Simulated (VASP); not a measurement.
Set up this calculation in VASP 6.6.1, as the native input.

* Task: single point
* Functional: PBE
* Potentials or basis: VASP PAW PBE potentials, release 64 (Sb_d_GW, Mn_sv)
* Cutoff: 680 eV
* k mesh: 6 × 6 × 4
* Occupations: fermi-dirac, width 0.05 eV
* Spin: collinear spin, ferromagnetic start
* Starting moments: [0.0, 0.0, 8.0, 8.0] μB
* Fixed moment: 16 μB
* Dipole correction: no
* Further INCAR settings: ALGO = Normal; EDIFF = 1e-06; NBANDS = 42

The structure of MnSb lies in POSCAR:

```
MnSb
1.0
    4.1500000000      0.0000000000      0.0000000000
   -2.0750000000      3.5940054257      0.0000000000
    0.0000000000      0.0000000000      5.7800000000
Sb Mn
2 2
Direct
    0.6666666667      0.3333333333      0.7500000000
    0.3333333333      0.6666666667      0.2500000000
    0.0000000000      0.0000000000      0.5000000000
    0.0000000000      0.0000000000      0.0000000000
```

One way to write it, as run:

INCAR

```
PREC = Accurate ; ENCUT = 680
EDIFF = 1E-6 ; ISMEAR = -1
SIGMA = 0.05 ; LREAL = F
LASPH = T ; NELM = 200
ALGO = Normal ; ISIF = 2
LWAVE = F ; LCHARG = F
ISPIN = 2 ; MAGMOM = 0 0 8 8
LORBIT = 11 ; NUPDOWN = 16.0
LMAXMIX = 4 ; GGA = PE
NBANDS = 42 ; GGA_COMPAT = F
```

KPOINTS

```
Automatic mesh
0
Gamma
  6 6 4
```

Potentials or basis: VASP PAW PBE potentials, release 64 (Sb_d_GW, Mn_sv).

Command:

```console
$ cat potpaw_PBE.64/Sb_d_GW/POTCAR potpaw_PBE.64/Mn_sv/POTCAR > POTCAR
$ mpirun -np 1 vasp_std > vasp.out
```

Results of the run:

| Quantity | Value |
| --- | --- |
| Pressure | 42.7 GPa |
| Net moment | 16.00 μB per cell |
| Site moments | Sb +1.16; Mn +4.57 μB |
| Valence electrons inside the program's atomic spheres | Sb 12.88; Mn 12.81 |

Caveat: the cell stands under pressure; the total moment is fixed, so each spin has its own Fermi level and the state may be an excited one; the run started ferromagnetic, and an antiferromagnetic order may lie lower in energy.

Run time: 4.5 min on 1 thread of Intel(R) Xeon(R) Platinum 8375C CPU @ 2.90GHz (Ice Lake) (shared host), peak memory 0.4 GiB.
